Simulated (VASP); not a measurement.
# CdI2 (P-3m1) in VASP: single point with PBE-based screened hybrid with 10 % exact exchange

Aim: the single point of CdI2 with PBE-based screened hybrid with 10 % exact exchange.

All numbers are computed with VASP 6.6.1; they aren't measurements. Logs are shortened: lines on timing, memory, paths and dates and some standing lists are left out, and cuts for length are marked.

**1. The cell of the first run**

It takes space group P-3m1 (No. 164, trigonal). The conventional cell has a = 4.247 Å, b = 4.247 Å, c = 6.895 Å, α = 90.00°, β = 90.00°, γ = 120.00°. Cd (site symmetry -3m) has 6 I at 2.99 Å within 3.9 Å. I (site symmetry 3m) has 3 Cd at 2.99 Å within 3.9 Å.

**2. Single point, PBE-based screened hybrid with 10 % exact exchange**

Input file POSCAR:

```
CdI2
1.0
    4.2470087538      0.0000000000      0.0000000000
   -2.1235043769      3.6780174709      0.0000000000
    0.0000000000      0.0000000000      6.8950250881
Cd I
1 2
Direct
    0.0000000000      0.0000000000      0.0000000000
    0.3333333333      0.6666666667      0.2493934742
    0.6666666667      0.3333333333      0.7506065258
```

Input file INCAR.step1:

```
PREC     = Accurate       # precision mode
ENCUT    = 400            # plane-wave cutoff, eV
EDIFF    = 1E-5           # SCF threshold, eV
ISMEAR   = 0              # smearing method
SIGMA    = 0.01           # smearing width, eV
LREAL    = F              # projectors in reciprocal space
LASPH    = T              # aspherical terms in the spheres
NELM     = 120            # most SCF steps
ALGO     = Normal         # electronic algorithm
ISIF     = 2              # what is computed and relaxed
LWAVE    = T              # write WAVECAR
LCHARG   = F              # write CHGCAR
GGA      = PE             # functional
NBANDS   = 20             # bands
GGA_COMPAT= F
```

Input file INCAR.step2:

```
PREC     = Accurate       # precision mode
ENCUT    = 400            # plane-wave cutoff, eV
EDIFF    = 1E-6           # SCF threshold, eV
ISMEAR   = 0              # smearing method
SIGMA    = 0.01           # smearing width, eV
LREAL    = F              # projectors in reciprocal space
LASPH    = T              # aspherical terms in the spheres
NELM     = 120            # most SCF steps
ALGO     = Normal         # electronic algorithm
ISIF     = 2              # what is computed and relaxed
LWAVE    = F              # write WAVECAR
LCHARG   = F              # write CHGCAR
GGA      = PE             # functional
LHFCALC  = T              # exact exchange
AEXX     = 0.1            # exact-exchange fraction
HFSCREEN = 0.3            # screening, 1/A
PRECFOCK = Normal       
ISTART   = 1            
NBANDS   = 20             # bands
GGA_COMPAT= F
```

Input file KPOINTS:

```
Automatic mesh
0
Gamma
  6 6 2
```

Potentials or basis: VASP PAW PBE potentials, release 64 (Cd, I).

Started as:

```
$ cat potpaw_PBE.64/Cd/POTCAR potpaw_PBE.64/I/POTCAR > POTCAR
$ cp INCAR.step1 INCAR
$ mpirun -np 1 vasp_std > vasp.out
$ cp INCAR.step2 INCAR
$ mpirun -np 1 vasp_std > vasp.out
```

OUTCAR:

```text
PREC = Accurate
   ENCUT = 400
   EDIFF = 1E-6
   ISMEAR = 0
   LREAL = F
   LASPH = T
   NELM = 120
   ISIF = 2
   GGA = PE
   LHFCALC = T
   AEXX = 0.1
   HFSCREEN = 0.3
   PRECFOCK = Normal
   ISTART = 1

 ion  position               nearest neighbor table
   1  0.000  0.000  0.000-   2 2.99   3 2.99   3 2.99   2 2.99   3 2.99   2 2.99
   2  0.333  0.667  0.249-   1 2.99   1 2.99   1 2.99
   3  0.667  0.333  0.751-   1 2.99   1 2.99   1 2.99

  LATTYP: Found a hexagonal cell.
 ALAT       =     4.2470087538
 C/A-ratio  =     1.6235015014

  Lattice vectors:

 A1 = (   4.2470087538,   0.0000000000,   0.0000000000)
 A2 = (  -2.1235043769,   3.6780174709,   0.0000000000)
 A3 = (   0.0000000000,   0.0000000000,   6.8950250881)

Analysis of symmetry for initial positions (statically):
=====================================================================
 Subroutine PRICEL returns:
 Original cell was already a primitive cell.

 Routine SETGRP: Setting up the symmetry group for a
 hexagonal supercell.

 Subroutine GETGRP returns: Found 12 space group operations
 (whereof 12 operations were pure point group operations)
 out of a pool of 24 trial point group operations.

The static configuration has the point symmetry D_3d.

Analysis of symmetry for dynamics (positions and initial velocities):
=====================================================================
 Subroutine PRICEL returns:
 Original cell was already a primitive cell.

 Routine SETGRP: Setting up the symmetry group for a
 hexagonal supercell.

 Subroutine GETGRP returns: Found 12 space group operations
 (whereof 12 operations were pure point group operations)
 out of a pool of 24 trial point group operations.

The dynamic configuration has the point symmetry D_3d.

 Subroutine INISYM returns: Found 12 space group operations
 (whereof 12 operations are pure point group operations),
 and found     1 'primitive' translations

----------------------------------------------------------------------------------------

                                     Primitive cell

  volume of cell :     107.7042

  direct lattice vectors                    reciprocal lattice vectors
     4.247008754  0.000000000  0.000000000     0.235459840  0.135942802  0.000000000
    -2.123504377  3.678017471  0.000000000     0.000000000  0.271885604  0.000000000
     0.000000000  0.000000000  6.895025088     0.000000000  0.000000000  0.145032105

  length of vectors
     4.247008754  4.247008754  6.895025088     0.271885604  0.271885604  0.145032105

  position of ions in fractional coordinates (direct lattice)
     0.000000000  0.000000000  0.000000000
     0.333333333  0.666666667  0.249393474
     0.666666667  0.333333333  0.750606526

  ion indices of the primitive-cell ions
   primitive index   ion index
                 1           1
                 2           2
                 3           3

----------------------------------------------------------------------------------------

 KPOINTS: Automatic mesh

Automatic generation of k-mesh.
 Grid dimensions read from file:
 generate k-points for:    6    6    2

 Generating k-lattice:

  Cartesian coordinates                     Fractional coordinates (reciprocal lattice)
     0.039243307  0.022657134  0.000000000     0.166666667  0.000000000  0.000000000
     0.000000000  0.045314267  0.000000000     0.000000000  0.166666667  0.000000000
     0.000000000  0.000000000  0.072516052     0.000000000  0.000000000  0.500000000

  Length of vectors
     0.045314267  0.045314267  0.072516052

  Shift w.r.t. Gamma in fractional coordinates (k-lattice)
     0.000000000  0.000000000  0.000000000

 Subroutine IBZKPT returns following result:
 ===========================================

 Found     14 irreducible k-points:

 Following reciprocal coordinates:
            Coordinates               Weight
  0.000000  0.000000  0.000000      1.000000
  0.166667 -0.000000  0.000000      6.000000
  0.333333 -0.000000  0.000000      6.000000
  0.500000  0.000000  0.000000      3.000000
  0.166667  0.166667  0.000000      6.000000
  0.333333  0.166667  0.000000     12.000000
  0.333333  0.333333  0.000000      2.000000
  0.000000  0.000000  0.500000      1.000000
  0.166667 -0.000000  0.500000      6.000000
  0.333333 -0.000000  0.500000      6.000000
  0.500000  0.000000  0.500000      3.000000
  0.166667  0.166667  0.500000      6.000000
  0.333333  0.166667  0.500000     12.000000
  0.333333  0.333333  0.500000      2.000000
   k-points           NKPTS =     14   k-points in BZ     NKDIM =     72   number of bands    NBANDS=     20
   number of dos      NEDOS =    301   number of ions     NIONS =      3
   total plane-waves  NPLWV =  37632
   dimension x,y,z NGX =    28 NGY =   28 NGZ =   48
   dimension x,y,z NGXF=    56 NGYF=   56 NGZF=   96
   ions per type =               1   2
   NGX,Y,Z   is equivalent  to a cutoff of  10.96, 10.96, 11.57 a.u.
   NGXF,Y,Z  is equivalent  to a cutoff of  21.92, 21.92, 23.15 a.u.
 SYSTEM =  unknown system
   PREC   = accura    normal or accurate (medium, high low for compatibility)
   ISTART =      1    job   : 0-new  1-cont  2-samecut
   ICHARG =      0    charge: 1-file 2-atom 10-const
   ISPIN  =      1    spin polarized calculation?
   LNONCOLLINEAR =      F non collinear calculations
   LSORBIT =      F    spin-orbit coupling
   LASPH  =      T    aspherical Exc in radial PAW
   ENCUT  =  400.0 eV  29.40 Ry    5.42 a.u.   6.93  6.93 11.24*2*pi/ulx,y,z
   NELM   =    120;   NELMIN=  2; NELMDL=  0     # of ELM steps
   EDIFF  = 0.1E-05   stopping-criterion for ELM
   LREAL  =      F    real-space projection
   EDIFFG = 0.1E-04   stopping-criterion for IOM
   NSW    =      0    number of steps for IOM
   IBRION =     -1    ionic relax: 0-MD 1-quasi-New 2-CG
   NFREE  =      0    steps in history (QN), initial steepest desc. (CG)
   ISIF   =      2    stress and relaxation
   ISYM   =      3    0-nonsym 1-usesym 2-fastsym
   POTIM  = 0.5000    time-step for ionic-motion
   TEBEG  =    0.0;   TEEND  =   0.0 temperature during run
   PSTRESS=    0.0 pullay stress
   NELECT =      26.0000    total number of electrons
   NUPDOWN=      -1.0000    fix difference up-down
   EMIN   =  10.00;   EMAX   =-10.00  energy-range for DOS
   EFERMI =   0.00;   METHOD = LEGACY
   ISMEAR =     0;   SIGMA  =   0.01  broadening in eV -4-tet -1-fermi 0-gaus
   EFERMI_NEDOS =   21; number of points for ismear=-14 and -15
   IALGO  =     38    algorithm
   IMIX   =      1    mixing-type and parameters
     AMIX     =   0.40;   BMIX     =  1.00
     AMIX_MAG =   1.60;   BMIX_MAG =  1.00
  volume/ion in A,a.u.               =      35.90       242.27
  Fermi-wavevector in a.u.,A,eV,Ry     =   1.019346  1.926285 14.137359  1.039067
  Thomas-Fermi vector in A             =   2.152855
   LORBIT       =      0    0 simple, 1 ext, 2 COOP (PROOUT), +10 PAW based schemes
   GGA     = PE    functional components
   LHFCALC =     T    Hartree Fock is set to
   PRECFOCK=normal    Normal, Fast or Accurate (Low or Medium for compatibility)
   ENCUT4O =  -1.0   cutoff for four orbital integrals eV
   NKREDX  =     1    reduce k-point grid by
   NKREDY  =     1    reduce k-point grid by
   NKREDZ  =     1    reduce k-point grid by
   AEXX    =    0.1000 exact exchange contribution
   HFSCREEN=    0.3000 screening length (either q_TF or 0.3 A-1)
   HFSCREENC=   0.3000 screening length for correlation (either q_TF or 0.3 A-1)
   ENCUTFOCK=  -1.0 apply spherical cutoff to Coloumb kernel
   IVDW    =     0    specifies the selected vdW correction
   LEPSILON=     F    determine dielectric tensor
   LRPA    =     F    only Hartree local field effects (RPA)
 non-spin polarized calculation
 Gauss-broadening in eV      SIGMA  =   0.01
  energy-cutoff  :      400.00
  volume of cell :      107.70
 maximum number of plane-waves:      1971
 NGX is ok and might be reduce to    28
  NGX = 24; NGY = 24; NGZ = 36

 number of electron      26.0000011 magnetization

 Free energy of the ion-electron system (eV)
  ---------------------------------------------------
  ext. energy  EPLUGINS =         0.00000000
  ---------------------------------------------------
  free energy    TOTEN  =        -5.99706932 eV

  energy without entropy =       -5.99706932  energy(sigma->0) =       -5.99706932

 E-fermi :   1.8240     XC(G=0):  -8.0329

 val. band max:        1.7394873224   @ k =   0.0000   0.0000   0.5000
 cond. band min:       4.4076429664   @ k =   0.5000   0.0000   0.5000
 fundamental gap:      2.6681556440
 Fermi energy:         1.8239888300

 k-point     1 :       0.0000    0.0000    0.0000
  band No.  band energies     occupation
      1     -10.7364      2.00000
      2     -10.0120      2.00000
      3      -6.3113      2.00000
      4      -6.3113      2.00000
      5      -6.1851      2.00000
      6      -6.1090      2.00000
[... 12 lines left out ...]
     19      11.1813      0.00000
     20      11.2446      0.00000

 k-point     2 :       0.1667   -0.0000    0.0000
  band No.  band energies     occupation
      1     -10.5984      2.00000
      2      -9.9948      2.00000
      3      -6.2937      2.00000
      4      -6.2437      2.00000
      5      -6.1585      2.00000
      6      -6.1136      2.00000
[... 12 lines left out ...]
     19      10.2618      0.00000
     20      11.2334      0.00000

 k-point     3 :       0.3333   -0.0000    0.0000
  band No.  band energies     occupation
      1     -10.2808      2.00000
      2      -9.9731      2.00000
      3      -6.2757      2.00000
      4      -6.1865      2.00000
      5      -6.1096      2.00000
      6      -6.0726      2.00000
[... 12 lines left out ...]
     19      10.6145      0.00000
     20      11.2296      0.00000

 k-point     4 :       0.5000    0.0000    0.0000
  band No.  band energies     occupation
      1     -10.0342      2.00000
      2     -10.0313      2.00000
      3      -6.2747      2.00000
      4      -6.1955      2.00000
      5      -6.0973      2.00000
      6      -6.0477      2.00000
[... 199 lines left out ...]
 k-point    13 :       0.3333    0.1667    0.5000
  band No.  band energies     occupation
      1     -10.0632      2.00000
      2     -10.0001      2.00000
      3      -6.2285      2.00000
      4      -6.1689      2.00000
      5      -6.0961      2.00000
      6      -6.0640      2.00000
[... 12 lines left out ...]
     19      10.2924      0.00000
     20      11.5464      0.00000

 k-point    14 :       0.3333    0.3333    0.5000
  band No.  band energies     occupation
      1      -9.9834      2.00000
      2      -9.9834      2.00000
      3      -6.1376      2.00000
      4      -6.1376      2.00000
      5      -6.0798      2.00000
      6      -6.0608      2.00000
[... 12 lines left out ...]
     19      11.0940      0.00000
     20      11.0941      0.00000

------------------------ aborting loop because EDIFF is reached ----------------------------------------

  FORCE on cell =-STRESS in cart. coord.  units (eV):
  Direction    XX          YY          ZZ          XY          YZ          ZX
  --------------------------------------------------------------------------------------
  -------------------------------------------------------------------------------------
  Total        0.8143258      0.8143258      0.7223316      0.0000000      0.0000000      0.0000000
  in kB       12.1136773     12.1136773     10.7451979      0.0000000      0.0000000      0.0000000
  external PRESSURE =      11.6575175 kB  Pullay stress =       0.0000000 kB

 VOLUME and BASIS-vectors are now :
 -----------------------------------------------------------------------------
  energy-cutoff  :      400.00
  volume of cell :      107.70
      direct lattice vectors                 reciprocal lattice vectors
     4.247008754  0.000000000  0.000000000     0.235459840  0.135942802  0.000000000
    -2.123504377  3.678017471  0.000000000     0.000000000  0.271885604  0.000000000
     0.000000000  0.000000000  6.895025088     0.000000000  0.000000000  0.145032105

 POSITION                                       TOTAL-FORCE (eV/Angst)
 -----------------------------------------------------------------------------------
      0.00000      0.00000      0.00000         0.000000      0.000000      0.000000
     -0.00000      2.45201      1.71957        -0.000000     -0.000000      0.034464
      2.12350      1.22601      5.17545        -0.000000      0.000000     -0.034464
 -----------------------------------------------------------------------------------
    total drift:                                0.000016     -0.000035     -0.000187

  FREE ENERGIE OF THE ION-ELECTRON SYSTEM (eV)
  ---------------------------------------------------
  free  energy   TOTEN  =        -5.9970693226 eV

  energy  without entropy=       -5.9970693226  energy(sigma->0) =       -5.99706932
```

Wall time 87 min (1 thread of AMD EPYC, shared host); peak memory 0.29 GiB.

What came out:

- Free energy: -5.9971 eV
- Pressure: 1.2 GPa
- Largest force: 0.034 eV/Å
- Band gap on the k mesh: 2.67 eV (least direct gap 2.92 eV)

Forces in eV/Å, atoms in the order of the input:
```
Cd   0.000  0.000  0.000
I    0.000  0.000  0.034
I    0.000  0.000 -0.034
```

Caveat: the k points lie up to 0.46 Å⁻¹ apart; the PAW data sets were made with another functional, which shifts forces and pressure a little; spin-orbit coupling is left out, which moves the levels of the heavy elements. A k mesh can miss the band edges.
